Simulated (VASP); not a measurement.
A run of VASP 6.6.1 is set up as follows.

The input INCAR:

```
SYSTEM = Pb
PREC = Accurate ; ENCUT = 520
EDIFF = 1E-6 ; ISMEAR = -1
SIGMA = 0.05 ; LREAL = .False.
LASPH = .True. ; NELM = 100
ALGO = Normal ; ISIF = 2
LWAVE = .False. ; LCHARG = .False.
GGA = CA ; NBANDS = 13
```

The input KPOINTS:

```
regular mesh
0
Gamma
  15 15 15
  0 0 0
```

The input POSCAR:

```
Pb
1.0
    0.0000000000      1.8415115593      1.8415115593
    1.8415115593      0.0000000000      1.8415115593
    1.8415115593      1.8415115593      0.0000000000
Pb
1
Direct
    0.0000000000      0.0000000000      0.0000000000
```

Potentials or basis: VASP PAW LDA potentials, release 64 (Pb_d).

Launch:

```console
$ cat potpaw_LDA.64/Pb_d/POTCAR > POTCAR
$ mpirun -np 1 vasp_std > vasp.out
```

Task: What does it give for the pressure?

Result: 357.5 GPa.

Task: What does it give for the band gap on the k mesh?

Result: Zero (band 7 reaches 32.36 eV, above the bottom of band 8 at 20.63 eV).

Caveat: spin-orbit coupling is left out, which moves the levels of the heavy elements.
